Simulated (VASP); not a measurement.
# Ru (I4/mmm) in VASP: a series of runs, part 2 of 2

VASP 6.6.1. The steps go on from the part before.

## (3) Relaxation of cell and atoms, r2SCAN

This run uses another cell than the first one, of 14.10 Å³/atom, 1.043 times its volume.

File POSCAR:

```
Ru
1.0
   -1.3232514313      1.3232514313      2.0131340150
    1.3232514313     -1.3232514313      2.0131340150
    1.3232514313      1.3232514313     -2.0131340150
Ru
1
Direct
    0.0000000000      0.0000000000      0.0000000000
```

File INCAR.step1:

```
ALGO     = Normal         # electronic algorithm
EDIFF    = 1E-4           # SCF threshold, eV
ENCUT    = 600            # plane-wave cutoff, eV
GGA      = PE             # functional
ISMEAR   = 0              # smearing method
LASPH    = T              # aspherical terms in the spheres
LCHARG   = F              # write CHGCAR
LREAL    = F              # projectors in reciprocal space
LWAVE    = T              # write WAVECAR
NELM     = 60             # most SCF steps
PREC     = Accurate       # precision mode
SIGMA    = 0.1            # smearing width, eV
```

File INCAR.step2:

```
ALGO     = Normal         # electronic algorithm
EDIFF    = 1E-6           # SCF threshold, eV
EDIFFG   = -0.04          # ionic threshold
ENCUT    = 600            # plane-wave cutoff, eV
IBRION   = 2              # ionic algorithm
ISIF     = 3              # what is computed and relaxed
ISMEAR   = 0              # smearing method
ISTART   = 1            
LASPH    = T              # aspherical terms in the spheres
LCHARG   = F              # write CHGCAR
LMIXTAU  = T            
LREAL    = F              # projectors in reciprocal space
LWAVE    = F              # write WAVECAR
METAGGA  = R2SCAN         # meta-GGA
NELM     = 60             # most SCF steps
NSW      = 90             # ionic steps
PREC     = Accurate       # precision mode
SIGMA    = 0.1            # smearing width, eV
```

File KPOINTS:

```
k-points
0
Gamma
  8 8 8
```

Potentials or basis: VASP PAW PBE potentials, release 64 (Ru_pv).

Started as:

```
$ cat potpaw_PBE.64/Ru_pv/POTCAR > POTCAR
$ cp INCAR.step1 INCAR
$ mpirun -np 1 vasp_std > vasp.out
$ cp INCAR.step2 INCAR
$ mpirun -np 1 vasp_std > vasp.out
```

OUTCAR:

```text
EDIFF = 1E-6
   EDIFFG = -0.04
   ENCUT = 600
   IBRION = 2
   ISIF = 3
   ISMEAR = 0
   ISTART = 1
   LASPH = T
   LREAL = F
   METAGGA = R2SCAN
   NELM = 60
   NSW = 90
   PREC = Accurate

 ion  position               nearest neighbor table
   1  0.000  0.000  0.000-

  LATTYP: Found a body centered tetragonal cell.
 ALAT       =     2.6465028626
 C/A-ratio  =     1.5213541186

  Lattice vectors:

 A1 = (  -1.3232514313,   1.3232514313,   2.0131340150)
 A2 = (   1.3232514313,  -1.3232514313,   2.0131340150)
 A3 = (   1.3232514313,   1.3232514313,  -2.0131340150)

Analysis of symmetry for initial positions (statically):
=====================================================================
 Subroutine PRICEL returns:
 Original cell was already a primitive cell.

 Routine SETGRP: Setting up the symmetry group for a
 body centered tetragonal supercell.

 Subroutine GETGRP returns: Found 16 space group operations
 (whereof 16 operations were pure point group operations)
 out of a pool of 16 trial point group operations.

The static configuration has the point symmetry D_4h.

Analysis of symmetry for dynamics (positions and initial velocities):
=====================================================================
 Subroutine PRICEL returns:
 Original cell was already a primitive cell.

 Routine SETGRP: Setting up the symmetry group for a
 body centered tetragonal supercell.

 Subroutine GETGRP returns: Found 16 space group operations
 (whereof 16 operations were pure point group operations)
 out of a pool of 16 trial point group operations.

The dynamic configuration has the point symmetry D_4h.

 Subroutine INISYM returns: Found 16 space group operations
 (whereof 16 operations are pure point group operations),
 and found     1 'primitive' translations

----------------------------------------------------------------------------------------

                                     Primitive cell

  volume of cell :      14.0999

  direct lattice vectors                    reciprocal lattice vectors
    -1.323251431  1.323251431  2.013134015     0.000000000  0.377857139  0.248368959
     1.323251431 -1.323251431  2.013134015     0.377857139  0.000000000  0.248368959
     1.323251431  1.323251431 -2.013134015     0.377857139  0.377857139  0.000000000

  length of vectors
     2.748580954  2.748580954  2.748580954     0.452176025  0.452176025  0.534370691

  position of ions in fractional coordinates (direct lattice)
     0.000000000  0.000000000  0.000000000

  ion indices of the primitive-cell ions
   primitive index   ion index
                 1           1

----------------------------------------------------------------------------------------

 KPOINTS: k-points

Automatic generation of k-mesh.
 Grid dimensions read from file:
 generate k-points for:    8    8    8

 Generating k-lattice:

  Cartesian coordinates                     Fractional coordinates (reciprocal lattice)
     0.000000000  0.047232142  0.031046120     0.125000000  0.000000000 -0.000000000
     0.047232142  0.000000000  0.031046120     0.000000000  0.125000000 -0.000000000
     0.047232142  0.047232142  0.000000000     0.000000000  0.000000000  0.125000000

  Length of vectors
     0.056522003  0.056522003  0.066796336

  Shift w.r.t. Gamma in fractional coordinates (k-lattice)
[... 46 lines left out ...]
   ISPIN  =      1    spin polarized calculation?
   LNONCOLLINEAR =      F non collinear calculations
   LSORBIT =      F    spin-orbit coupling
   LASPH  =      T    aspherical Exc in radial PAW
   ENCUT  =  600.0 eV  44.10 Ry    6.64 a.u.   5.49  5.49  5.49*2*pi/ulx,y,z
   NELM   =     60;   NELMIN=  2; NELMDL=  0     # of ELM steps
   EDIFF  = 0.1E-05   stopping-criterion for ELM
   LREAL  =      F    real-space projection
   EDIFFG = -.4E-01   stopping-criterion for IOM
   NSW    =     90    number of steps for IOM
   IBRION =      2    ionic relax: 0-MD 1-quasi-New 2-CG
   NFREE  =      1    steps in history (QN), initial steepest desc. (CG)
   ISIF   =      3    stress and relaxation
   ISYM   =      2    0-nonsym 1-usesym 2-fastsym
   POTIM  = 0.5000    time-step for ionic-motion
   TEBEG  =    0.0;   TEEND  =   0.0 temperature during run
   PSTRESS=    0.0 pullay stress
   NELECT =      14.0000    total number of electrons
   NUPDOWN=      -1.0000    fix difference up-down
   EMIN   =  10.00;   EMAX   =-10.00  energy-range for DOS
   EFERMI =   0.00;   METHOD = LEGACY
   ISMEAR =     0;   SIGMA  =   0.10  broadening in eV -4-tet -1-fermi 0-gaus
   EFERMI_NEDOS =   21; number of points for ismear=-14 and -15
   IALGO  =     38    algorithm
   IMIX   =      4    mixing-type and parameters
     AMIX     =   0.40;   BMIX     =  1.00
     AMIX_MAG =   1.60;   BMIX_MAG =  1.00
  volume/ion in A,a.u.               =      14.10        95.15
  Fermi-wavevector in a.u.,A,eV,Ry     =   1.633221  3.086341 36.292341  2.667412
  Thomas-Fermi vector in A             =   2.725062
   LORBIT       =      0    0 simple, 1 ext, 2 COOP (PROOUT), +10 PAW based schemes
   METAGGA = R2SCAN    functional components
   LHFCALC =     F    Hartree Fock is set to
   AEXX    =    0.0000 exact exchange contribution
   IVDW    =     0    specifies the selected vdW correction
   LEPSILON=     F    determine dielectric tensor
   LRPA    =     F    only Hartree local field effects (RPA)
 conjugate gradient relaxation of ions
 non-spin polarized calculation
 Gauss-broadening in eV      SIGMA  =   0.10
  energy-cutoff  :      600.00
  volume of cell :       14.10
 maximum number of plane-waves:       493
 NGX is ok and might be reduce to    24
   NGX = 11   NGY = 11   NGZ = 11

--------------------------------------- Ionic step        1  -------------------------------------------

 number of electron      14.0000000 magnetization

 Free energy of the ion-electron system (eV)
  ---------------------------------------------------
  ext. energy  EPLUGINS =         0.00000000
  ---------------------------------------------------
  free energy    TOTEN  =       -25.29088784 eV

  energy without entropy =      -25.28627237  energy(sigma->0) =      -25.28858010

------------------------ aborting loop because EDIFF is reached ----------------------------------------

  FORCE on cell =-STRESS in cart. coord.  units (eV):
  Direction    XX          YY          ZZ          XY          YZ          ZX
  --------------------------------------------------------------------------------------
  -------------------------------------------------------------------------------------
  Total       -0.4397781     -0.4397781     -1.9480173      0.0000000      0.0000000      0.0000000
  in kB      -49.9720058    -49.9720058   -221.3532816      0.0000000      0.0000000      0.0000000
  external PRESSURE =    -107.0990977 kB  Pullay stress =       0.0000000 kB
[... 197 lines left out ...]
--------------------------------------- Ionic step        7  -------------------------------------------

 number of electron      14.0000002 magnetization

 Free energy of the ion-electron system (eV)
  ---------------------------------------------------
  ext. energy  EPLUGINS =         0.00000000
  ---------------------------------------------------
  free energy    TOTEN  =       -25.34602026 eV

  energy without entropy =      -25.34236985  energy(sigma->0) =      -25.34419506

 E-fermi :  12.5124     XC(G=0): -15.4002

 val. band max:       12.5103579788   @ k =   0.0000   0.0000   0.0000
 cond. band min:      12.6815470305   @ k =   0.2500   0.0000  -0.0000
 fundamental gap:      0.1711890517
 Fermi energy:        12.5124119730

 k-point     1 :       0.0000    0.0000    0.0000
  band No.  band energies     occupation
      1     -31.1165      2.00000
      2     -31.1165      2.00000
      3     -31.1165      2.00000
      4       4.3790      2.00000
      5       9.9592      2.00000
      6       9.9592      2.00000
      7       9.9640      2.00000
      8      12.5047      1.08645
      9      12.5104      1.02317
     10      21.2047      0.00000
     11      28.3674      0.00000
[... 309 lines left out ...]
 k-point    24 :       0.3750    0.1250    0.1250
  band No.  band energies     occupation
      1     -32.1118      2.00000
      2     -31.5755      2.00000
      3     -31.3672      2.00000
      4       7.6099      2.00000
      5       8.5469      2.00000
      6      10.3700      2.00000
      7      11.2042      2.00000
      8      14.2048      0.00000
      9      19.3044      0.00000
     10      21.2045      0.00000
     11      22.7724      0.00000

 [... further k-points ...]

------------------------ aborting loop because EDIFF is reached ----------------------------------------

  FORCE on cell =-STRESS in cart. coord.  units (eV):
  Direction    XX          YY          ZZ          XY          YZ          ZX
  --------------------------------------------------------------------------------------
  -------------------------------------------------------------------------------------
  Total       -0.0076735     -0.0076735      0.0043250      0.0000000     -0.0000000      0.0000000
  in kB       -0.9056410     -0.9056410      0.5104467      0.0000000     -0.0000000      0.0000000
  external PRESSURE =      -0.4336118 kB  Pullay stress =       0.0000000 kB
[... 16 lines left out ...]
  FREE ENERGIE OF THE ION-ELECTRON SYSTEM (eV)
  ---------------------------------------------------
  free  energy   TOTEN  =       -25.3460202628 eV

  energy  without entropy=      -25.3423698514  energy(sigma->0) =      -25.34419506

 reached required accuracy - stopping structural energy minimisation
```

Run time: 1.9 min. Hardware: 1 thread of Intel Xeon Platinum 8559C (Emerald Rapids), shared host; peak memory 0.16 GiB.

Results:

```
Free energy                            : -25.3460 eV
Relaxed volume                         : 13.58 Å³/atom
Relaxed cell                           : a = 2.677 Å, b = 2.677 Å, c = 2.677 Å, α = 119.99°, β = 119.99°, γ = 90.02°
Space group after relaxing (to 0.05 Å) : Fm-3m (No. 225)
Energy gained by relaxing              : 55.1 meV/atom
Ionic steps                            : 7
Pressure after relaxing                : 0.0 GPa
Band gap on the k mesh                 : zero (band 7 reaches 15.00 eV, above the bottom of band 8 at 11.73 eV)
```

Stress tensor (GPa, compression positive):
```
-0.09  0.00  0.00
 0.00 -0.09  0.00
 0.00  0.00  0.05
```

Step by step:
| step | energy change (eV) | largest force (eV/Å) | pressure (GPa) | volume (Å³) |
| --- | --- | --- | --- | --- |
| 1 | 0.0000 | 0.0000 | -10.71 | 14.10 |
| 2 | 0.1117 | 0.0000 | 44.19 | 12.24 |
| 3 | -0.0368 | 0.0000 | 3.76 | 13.45 |
| 4 | -0.0543 | 0.0000 | -1.68 | 13.64 |
| 5 | -0.0550 | 0.0000 | -0.98 | 13.61 |
| 6 | -0.0545 | 0.0000 | 2.04 | 13.49 |
| 7 | -0.0551 | 0.0000 | -0.04 | 13.58 |

Final structure:
```xyz
1
Lattice="-1.3390 1.3390 1.8929 1.3390 -1.3390 1.8929 1.3390 1.3390 -1.8929" Properties=species:S:1:pos:R:3 pbc="T T T"
Ru    0.0000    0.0000    0.0000
```

Caveat: the k points lie up to 0.41 Å⁻¹ apart in the final cell; the PAW data sets were made with another functional, which shifts forces and pressure a little.
